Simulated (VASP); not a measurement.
# CdS (F-43m) in VASP: further runs

CdS is run at these levels: PBEsol; tasks: elastic constants.

All numbers are computed with VASP 6.6.1; they aren't measurements. Logs are shortened: lines on timing, memory, paths and dates and some standing lists are left out, and cuts for length are marked.

### Step 1. The cell of the first run

Symmetry: F-43m, No. 216, cubic system. The conventional cell has a = 5.510 Å, b = 5.510 Å, c = 5.510 Å, α = 90.00°, β = 90.00°, γ = 90.00°. Cd (site symmetry -43m) has 4 S at 2.39 Å within 3.2 Å. Within 3.2 Å of S (site symmetry -43m) lie 4 Cd at 2.39 Å.

### Step 2. Elastic constants, PBEsol

Input file INCAR:

```
SYSTEM = CdS
  ALGO = Normal
  EDIFF = 1E-8
  ENCUT = 600
  GGA = PS
  IBRION = 6
  ISIF = 3
  ISMEAR = 0
  LASPH = .TRUE.
  LCHARG = .TRUE.
  LREAL = .FALSE.
  LWAVE = .FALSE.
  NBANDS = 16
  NELM = 100
  NFREE = 2
  NSW = 1
  POTIM = 0.015
  PREC = Accurate
  SIGMA = 0.01
```

Input file KPOINTS:

```
k-points
0
G
  6 6 6
  0 0 0
```

Input file POSCAR:

```
CdS
1.0
    0.0000000000      2.7552149292      2.7552149292
    2.7552149292      0.0000000000      2.7552149292
    2.7552149292      2.7552149292      0.0000000000
Cd S
1 1
Direct
    0.0000000000      0.0000000000      0.0000000000
    0.7500000000      0.7500000000      0.7500000000
```

Potentials or basis: VASP PAW PBE potentials, release 64 (Cd, S).

On the command line:

```sh
> cat potpaw_PBE.64/Cd/POTCAR potpaw_PBE.64/S/POTCAR > POTCAR
> mpirun -np 1 vasp_std > vasp.out
```

OUTCAR:

```text
SYSTEM = CdS
   EDIFF = 1E-8
   ENCUT = 600
   GGA = PS
   IBRION = 6
   ISIF = 3
   ISMEAR = 0
   LASPH = .TRUE.
   LREAL = .FALSE.
   NELM = 100
   NFREE = 2
   NSW = 1
   POTIM = 0.015
   PREC = Accurate

 ion  position               nearest neighbor table
   1  0.000  0.000  0.000-   2 2.39   2 2.39   2 2.39   2 2.39
   2  0.750  0.750  0.750-   1 2.39   1 2.39   1 2.39   1 2.39

  LATTYP: Found a face centered cubic cell.
 ALAT       =     5.5104298584

  Lattice vectors:

 A1 = (   0.0000000000,   2.7552149292,   2.7552149292)
 A2 = (   2.7552149292,   0.0000000000,   2.7552149292)
 A3 = (   2.7552149292,   2.7552149292,   0.0000000000)

Analysis of symmetry for initial positions (statically):
=====================================================================
 Subroutine PRICEL returns:
 Original cell was already a primitive cell.

 Routine SETGRP: Setting up the symmetry group for a
 face centered cubic supercell.

 Subroutine GETGRP returns: Found 24 space group operations
 (whereof 24 operations were pure point group operations)
 out of a pool of 48 trial point group operations.

The static configuration has the point symmetry T_d .

Analysis of symmetry for dynamics (positions and initial velocities):
=====================================================================
 Subroutine PRICEL returns:
 Original cell was already a primitive cell.

 Routine SETGRP: Setting up the symmetry group for a
 face centered cubic supercell.

 Subroutine GETGRP returns: Found 24 space group operations
 (whereof 24 operations were pure point group operations)
 out of a pool of 48 trial point group operations.

The dynamic configuration has the point symmetry T_d .

 Subroutine INISYM returns: Found 24 space group operations
 (whereof 24 operations are pure point group operations),
 and found     1 'primitive' translations

----------------------------------------------------------------------------------------

                                     Primitive cell

  volume of cell :      41.8308

  direct lattice vectors                    reciprocal lattice vectors
     0.000000000  2.755214929  2.755214929    -0.181474046  0.181474046  0.181474046
     2.755214929  0.000000000  2.755214929     0.181474046 -0.181474046  0.181474046
     2.755214929  2.755214929  0.000000000     0.181474046  0.181474046 -0.181474046

  length of vectors
     3.896462320  3.896462320  3.896462320     0.314322267  0.314322267  0.314322267

  position of ions in fractional coordinates (direct lattice)
     0.000000000  0.000000000  0.000000000
     0.750000000  0.750000000  0.750000000

  ion indices of the primitive-cell ions
   primitive index   ion index
                 1           1
                 2           2

----------------------------------------------------------------------------------------

 KPOINTS: k-points

Automatic generation of k-mesh.
 Grid dimensions read from file:
 generate k-points for:    6    6    6

 Generating k-lattice:
[... 93 lines left out ...]

 number of electron      17.9999999 magnetization

 Free energy of the ion-electron system (eV)
  ---------------------------------------------------
  ext. energy  EPLUGINS =         0.00000000
  ---------------------------------------------------
  free energy    TOTEN  =        -6.47902583 eV

  energy without entropy =       -6.47902583  energy(sigma->0) =       -6.47902583

------------------------ aborting loop because EDIFF is reached ----------------------------------------

  FORCE on cell =-STRESS in cart. coord.  units (eV):
  Direction    XX          YY          ZZ          XY          YZ          ZX
  --------------------------------------------------------------------------------------
  -------------------------------------------------------------------------------------
  Total        4.1113546      4.1113546      4.1113546     -0.0000000     -0.0000000      0.0000000
  in kB      157.4704501    157.4704501    157.4704501     -0.0000000     -0.0000000      0.0000000
  external PRESSURE =     157.4704501 kB  Pullay stress =       0.0000000 kB
[... 89 lines left out ...]
  FREE ENERGIE OF THE ION-ELECTRON SYSTEM (eV)
  ---------------------------------------------------
  free  energy   TOTEN  =        -6.4135670477 eV

  energy  without entropy=       -6.4135670477  energy(sigma->0) =       -6.41356705

[... ionic steps 4 to 14 ...]

--------------------------------------- Ionic step       15  -------------------------------------------

 number of electron      17.9999999 magnetization

------------------------ aborting loop because EDIFF is reached ----------------------------------------
[... 67 lines left out ...]
--------------------------------------- Ionic step       17  -------------------------------------------

 number of electron      17.9999999 magnetization

 Free energy of the ion-electron system (eV)
  ---------------------------------------------------
  ext. energy  EPLUGINS =         0.00000000
  ---------------------------------------------------
  free energy    TOTEN  =        -6.47801117 eV

  energy without entropy =       -6.47801117  energy(sigma->0) =       -6.47801117

 E-fermi :   2.9802     XC(G=0): -10.2030

 val. band max:        2.8744082300   @ k =   0.0000   0.0000   0.0000
 cond. band min:       4.2115368076   @ k =   0.0000   0.0000   0.0000
 fundamental gap:      1.3371285776
 Fermi energy:         2.9801748623

 k-point     1 :       0.0000    0.0000    0.0000
  band No.  band energies     occupation
      1     -10.7465      2.00000
      2      -5.7210      2.00000
      3      -5.7040      2.00000
      4      -5.6870      2.00000
      5      -4.9430      2.00000
      6      -4.9427      2.00000
[... 433 lines left out ...]
      3      -5.4154      2.00000
      4      -5.0270      2.00000
      5      -4.8697      2.00000
      6      -4.3966      2.00000
[... 8 lines left out ...]
     15      15.7844      0.00000
     16      16.1944      0.00000

 [... further k-points ...]

------------------------ aborting loop because EDIFF is reached ----------------------------------------

  FORCE on cell =-STRESS in cart. coord.  units (eV):
  Direction    XX          YY          ZZ          XY          YZ          ZX
  --------------------------------------------------------------------------------------
  -------------------------------------------------------------------------------------
  Total        4.1113745      4.1159463      4.1159463      0.0000000     -0.2214751      0.0000000
  in kB      157.4712135    157.6463218    157.6463218      0.0000000     -8.4827949      0.0000000
  external PRESSURE =     157.5879524 kB  Pullay stress =       0.0000000 kB
[... 17 lines left out ...]
  FREE ENERGIE OF THE ION-ELECTRON SYSTEM (eV)
  ---------------------------------------------------
  free  energy   TOTEN  =        -6.4780111719 eV

  energy  without entropy=       -6.4780111719  energy(sigma->0) =       -6.47801117

 INTERNAL STRAIN TENSORS FROM STRAINED CELLS
 ============================================

 INTERNAL STRAIN TENSOR FOR ION    1 for displacements in x,y,z  (eV/Angst):
          X           Y           Z          XY          YZ          ZX
  --------------------------------------------------------------------------------
  x    -0.00000    -0.00000     0.00000     0.00000   -14.75987     0.00000
  y     0.00000    -0.00000     0.00000     0.00000     0.00000   -14.75967
  z     0.00000    -0.00000    -0.00000   -14.76054     0.00000     0.00000

 INTERNAL STRAIN TENSORS FROM DISPLACED ATOMS
 ============================================

 INTERNAL STRAIN TENSOR FOR ION    1 for displacements in x,y,z  (eV/Angst):
          X           Y           Z          XY          YZ          ZX
  --------------------------------------------------------------------------------
  x    -0.00000    -0.00000    -0.00000     0.00000   -14.75675     0.00000
  y    -0.00000    -0.00000    -0.00000     0.00000     0.00000   -14.75675
  z    -0.00000    -0.00000    -0.00000   -14.75675     0.00000     0.00000

 INTERNAL STRAIN TENSOR FOR ION    2 for displacements in x,y,z  (eV/Angst):
          X           Y           Z          XY          YZ          ZX
  --------------------------------------------------------------------------------
  x     0.00000     0.00000     0.00000     0.00000    14.76132     0.00000
  y     0.00000     0.00000     0.00000     0.00000     0.00000    14.76132
  z     0.00000     0.00000     0.00000    14.76132     0.00000     0.00000

 Eigenvectors and eigenvalues of the dynamical matrix
 ----------------------------------------------------

   1 f  =    9.399704 THz    59.060084 2PiTHz  313.540388 cm-1    38.874036 meV
             X         Y         Z           dx          dy          dz
      0.000000  0.000000  0.000000    -0.471102    0.000000    0.000000
      4.132822  4.132822  4.132822     0.882079    0.000000    0.000000
[... 21 lines left out ...]
   6 f/i=    0.000098 THz     0.000618 2PiTHz    0.003281 cm-1     0.000407 meV
             X         Y         Z           dx          dy          dz
      0.000000  0.000000  0.000000     0.000000    0.000000    0.882079
      4.132822  4.132822  4.132822     0.000000    0.000000    0.471102

--------------------------------------------------------------------------------------------------------

 ELASTIC MODULI CONTR FROM IONIC RELAXATION (kBar)
 Direction    XX          YY          ZZ          XY          YZ          ZX
 --------------------------------------------------------------------------------
 XX          -0.0000     -0.0000     -0.0000     -0.0000     -0.0000     -0.0000
 YY          -0.0000     -0.0000     -0.0000     -0.0000     -0.0000     -0.0000
 ZZ          -0.0000     -0.0000     -0.0000     -0.0000     -0.0000     -0.0000
 XY          -0.0000     -0.0000     -0.0000   -925.0268      0.0000      0.0000
 YZ          -0.0000     -0.0000     -0.0000      0.0000   -925.0268      0.0000
 ZX          -0.0000     -0.0000     -0.0000      0.0000      0.0000   -925.0268
 --------------------------------------------------------------------------------

 TOTAL ELASTIC MODULI (kBar)
 Direction    XX          YY          ZZ          XY          YZ          ZX
 --------------------------------------------------------------------------------
 XX        1120.0474   1119.6163   1119.6163     -0.0000     -0.0000     -0.0000
 YY        1119.6163   1120.0474   1119.6163     -0.0000     -0.0000     -0.0000
 ZZ        1119.6163   1119.6163   1120.0474     -0.0000     -0.0000     -0.0000
 XY          -0.0000     -0.0000     -0.0000     80.1124      0.0000      0.0000
 YZ          -0.0000     -0.0000     -0.0000      0.0000     80.1124      0.0000
 ZX          -0.0000     -0.0000     -0.0000      0.0000      0.0000     80.1124
 --------------------------------------------------------------------------------
```

Run time: 9.4 min. Hardware: 1 thread of Intel Xeon 8259CL, shared host; peak memory 0.26 GiB.

Results:

| Item | Value |
| --- | --- |
| Elastic constants C11, C12, C44 | 112, 112, 8 GPa |
| Voigt bulk modulus | 112 GPa |
| Highest phonon frequency at Γ, LO-TO splitting left out | 314 cm⁻¹ |

Phonon frequencies in cm⁻¹ (negative: imaginary):
```tsv
q point	frequencies
(0.000, 0.000, 0.000)	0 0 0 314 314 314
```

Elastic tensor in Voigt notation (GPa, in the Cartesian axes of the cell as first typed):
```
112 112 112   0   0   0
112 112 112   0   0   0
112 112 112   0   0   0
  0   0   0   8   0   0
  0   0   0   0   8   0
  0   0   0   0   0   8
```

Clamped-ion elastic tensor (GPa):
```
112 112 112   0   0   0
112 112 112   0   0   0
112 112 112   0   0   0
  0   0   0 101   0   0
  0   0   0   0 101   0
  0   0   0   0   0 101
```

Caveat: the cell is under stress, which shifts elastic constants; the PAW data sets were made with another functional, which shifts forces and pressure a little.

(Part 1 of 2 ends here.)
